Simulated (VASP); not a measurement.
Here is a VASP 6.6.1 calculation.

INCAR

```
SYSTEM = P
PREC = Accurate
ENCUT = 520
EDIFF = 1E-6
ISMEAR = -1
SIGMA = 0.1
LREAL = .False.
LASPH = .True.
NELM = 60
ALGO = Normal
ISIF = 2
LWAVE = .False.
LCHARG = .False.
GGA = B5
ALDAX = 1.0
AGGAX = 1.0
AGGAC = 1.0
ALDAC = 0.0
NBANDS = 12
```

File KPOINTS:

```
regular mesh
0
Gamma
  11 11 11
  0 0 0
```

POSCAR

```
P
1.0
    0.0000000000      2.7381790424      2.7381790424
    2.7381790424      0.0000000000      2.7381790424
    2.7381790424      2.7381790424      0.0000000000
P
2
Direct
    0.1250000000      0.1250000000      0.1250000000
    0.8750000000      0.8750000000      0.8750000000
```

Potentials or basis: VASP PAW PBE potentials, release 64 (P).

Run with:

```bash
$ cat potpaw_PBE.64/P/POTCAR > POTCAR
$ mpirun -np 1 vasp_std > vasp.out
```

Task: Estimate the band gap on the k mesh.

Result: Zero (band 5 reaches 7.22 eV, above the bottom of band 6 at 5.56 eV).

Task: What does it give for the pressure?

Result: 5.9 GPa.

Caveat: the PAW data sets were made with another functional, which shifts forces and pressure a little.
